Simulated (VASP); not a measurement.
Input of a VASP 6.6.1 run:

INCAR

```
SYSTEM = CuSi16
PREC     = Accurate       ! precision mode
ENCUT    = 520            ! plane-wave cutoff, eV
EDIFF    = 1E-6           ! SCF threshold, eV
ISMEAR   = -1             ! smearing method
SIGMA    = 0.02           ! smearing width, eV
LREAL    = Auto         
LASPH    = .True.         ! aspherical terms in the spheres
NELM     = 100            ! most SCF steps
ALGO     = Normal         ! electronic algorithm
ISIF     = 2              ! what is computed and relaxed
LWAVE    = .False.        ! write WAVECAR
LCHARG   = .False.        ! write CHGCAR
GGA      = PS             ! functional
NBANDS   = 52             ! bands
NELECT   = 74.0
```

The input KPOINTS:

```
Automatic mesh
0
Gamma
  2 2 2
  0 0 0
```

The input POSCAR:

```
CuSi16
1.0
    0.0000000000      5.4300000000      5.4300000000
    5.4300000000      0.0000000000      5.4300000000
    5.4300000000      5.4300000000      0.0000000000
Si Cu
16 1
Direct
   -0.0107019332      0.0029474547      0.0062548494
    0.1296474914      0.1318386852      0.1096665209
    0.0051466428      0.0016090986      0.4842263242
    0.1105775904      0.1352711180      0.6202909424
    0.0105555320      0.5038875973     -0.0157767628
    0.1311789245      0.6302895507      0.1093509488
    0.0074623391      0.5097633576      0.4839075458
    0.1348556092      0.6285526077      0.6107439390
    0.5016839846     -0.0023379645      0.0086625909
    0.6120724514      0.1116051825      0.1650195048
    0.4799560033     -0.0107138337      0.5375168171
    0.6301931581      0.1262518398      0.6186811379
    0.5034652926      0.4910997599      0.0074277602
    0.6388307194      0.6255542037      0.1099513374
    0.5081169505      0.5027746165      0.4847525313
    0.6330014832      0.6206375120      0.6186834921
    0.7197928609      0.2393418140      0.7945283206
```

Potentials or basis: VASP PAW PBE potentials, release 64 (Si, Cu).

Launch:

```bash
$ cat potpaw_PBE.64/Si/POTCAR potpaw_PBE.64/Cu/POTCAR > POTCAR
$ mpirun -np 1 vasp_std > vasp.out
```

(1) Estimate the largest force.

## Answers

(1) 0.043 eV/Å.

Caveat: the k points lie up to 0.50 Å⁻¹ apart; the cell carries a net charge on a neutralising background, which shifts energy and pressure; the PAW data sets were made with another functional, which shifts forces and pressure a little.
